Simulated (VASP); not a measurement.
Wanted: the native input for a VASP 6.6.1 run.

- Task: single point
- Functional: PBE
- Potentials or basis: VASP PAW PBE potentials, release 64 (Li_sv, Cl)
- Cutoff: 520 eV
- k mesh: 8 × 8 × 8
- Occupations: gaussian, width 0.02 eV
- Spin: no spin polarisation
- Dipole correction: no
- Further INCAR settings: ALGO = Normal; EDIFF = 1e-07; NBANDS = 12

The structure of LiCl lies in POSCAR:

```
LiCl
1.0
   -0.0045652728      2.6478838716      2.7192354948
    2.7145932792      0.0112592964      2.7034109256
    2.7269041272      2.6443701504     -0.0010515516
Li Cl
1 1
Direct
   -0.0191889300     -0.0186235749      0.0121902244
    0.5191889300      0.5186235749      0.4878097756
```

This cell differs from its parent crystal: strained and its atoms moved.

These files were run (other wordings do the same):

INCAR

```
  ALGO = Normal
  EDIFF = 1E-7
  ENCUT = 520
  GGA = PE
  ISIF = 2
  ISMEAR = 0
  LASPH = True
  LCHARG = False
  LREAL = False
  LWAVE = False
  NBANDS = 12
  NELM = 80
  PREC = Accurate
  SIGMA = 0.02
```

KPOINTS

```
k-points
0
Gamma
  8 8 8
```

Potentials or basis: VASP PAW PBE potentials, release 64 (Li_sv, Cl).

The run is started by

```console
$ cat potpaw_PBE.64/Li_sv/POTCAR potpaw_PBE.64/Cl/POTCAR > POTCAR
$ mpirun -np 1 vasp_std > vasp.out
```

Results of the run:

```json
{
 "Largest force": "0.026 eV/Å",
 "Band gap on the k mesh": "5.56 eV, direct"
}
```

Caveat: the cell differs from its parent crystal (strained and its atoms moved).

Wall time 87 s on 1 thread of Intel(R) Xeon(R) Platinum 8259CL CPU @ 2.50GHz (Skylake/Cascade Lake), on a shared host, peak memory 0.23 GiB.
